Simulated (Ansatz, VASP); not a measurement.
**W in VASP and in Ansatz**

```
W
1.0
    -1.59730    1.67213    1.67213
     1.59730   -1.52247    1.52247
     1.59730    1.52247   -1.52247
W
1
Direct
  0.00000 0.00000 0.00000
```

Change from the starting cell: strain +0.0937 x Voigt [0, 0, 0, 1, 0, 0], atoms carried along.

Alike in both runs: task single point; functional PBE; k mesh 20 × 20 × 20; occupations gaussian, width 0.15 eV; no spin polarisation.

```csv
,VASP,Ansatz
version,VASP 6.6.1,Ansatz 0.2.0
potentials or method,"VASP PAW PBE potentials, release 64 (W_sv), cutoff 520 eV","scalar-relativistic, plane waves, PAW"
valence electrons in the cell,14,14
```

|  | VASP | Ansatz | Ansatz less VASP |
| --- | --- | --- | --- |
| gap on the k mesh at the Fermi level (eV) | none | none | - |
| pressure (GPa) | -0.4 | -0.9 | -0.50 |
| traceless stress, the component that is largest in VASP (GPa) | -13.64 | -13.46 | +0.186 |

A gap of «none» marks a metal or a gap that the smearing closes.

Neither program's run includes spin-orbit coupling.
